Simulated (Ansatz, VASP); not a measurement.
## HfOs3: VASP beside Ansatz

The input INCAR:

```
SYSTEM = HfOs3
  PREC = Accurate
  ENCUT = 520
  EDIFF = 1E-7
  ISMEAR = -1
  SIGMA = 0.05
  LREAL = .FALSE.
  LASPH = .TRUE.
  NELM = 80
  ALGO = Normal
  ISIF = 2
  LWAVE = .FALSE.
  LCHARG = .FALSE.
  GGA = PE
  NBANDS = 25
```

File KPOINTS:

```
regular mesh
0
G
  7 7 7
  0 0 0
```

File POSCAR:

```
HfOs3
1.0
    3.9998767404      0.0000000000      0.0000000000
    0.0000000000      3.9998767404      0.0000000000
    0.0000000000      0.0000000000      3.9998767404
Os Hf
3 1
Direct
    0.0000000000      0.5000000000      0.5000000000
    0.5000000000      0.0000000000      0.5000000000
    0.5000000000      0.5000000000      0.0000000000
    0.0000000000      0.0000000000      0.0000000000
```

input.yaml

```yaml
crystal:
  lattice:
    - [3.9998767404, 0.0, 0.0]
    - [0.0, 3.9998767404, 0.0]
    - [0.0, 0.0, 3.9998767404]
  atoms:
    - { symbol: Os, position: [0.0, 0.5, 0.5] }
    - { symbol: Os, position: [0.5, 0.0, 0.5] }
    - { symbol: Os, position: [0.5, 0.5, 0.0] }
    - { symbol: Hf, position: [0.0, 0.0, 0.0] }
hamiltonian:
  xc: pbe
  pseudopotentials: { kind: paw }
kpoints:
  mp_grid: { grid: [7, 7, 7] }
scf:
  occupations: { method: fermi_dirac, width: 0.05 }
output:
  forces: true
  stress: true
  eigenvalues: true
```

Alike in both runs: task single point; functional PBE; k mesh 7 × 7 × 7; occupations fermi-dirac, width 0.05 eV; no spin polarisation.

|  | VASP | Ansatz |
| --- | --- | --- |
| version | VASP 6.6.1 | Ansatz 0.2.0 |
| potentials or method | VASP PAW PBE potentials, release 64 (Os, Hf_pv) | Ansatz PAW |
| plane-wave cutoff (eV) | 520 | 420 |
| valence electrons in the cell | 34 | 74 |

Ansatz gave:

```
gap on the k mesh at the Fermi level (eV) : none
pressure (GPa)                            : -4.7
```

Estimate VASP's values.

gap on the k mesh at the Fermi level (eV): none; pressure (GPa): -5.5.

A gap of «none» marks a metal or a gap that the smearing closes. VASP's potentials hold 34 valence electrons a cell and Ansatz's 74, so a difference there can come from the potentials and not from the codes.

Neither program's run includes spin-orbit coupling.
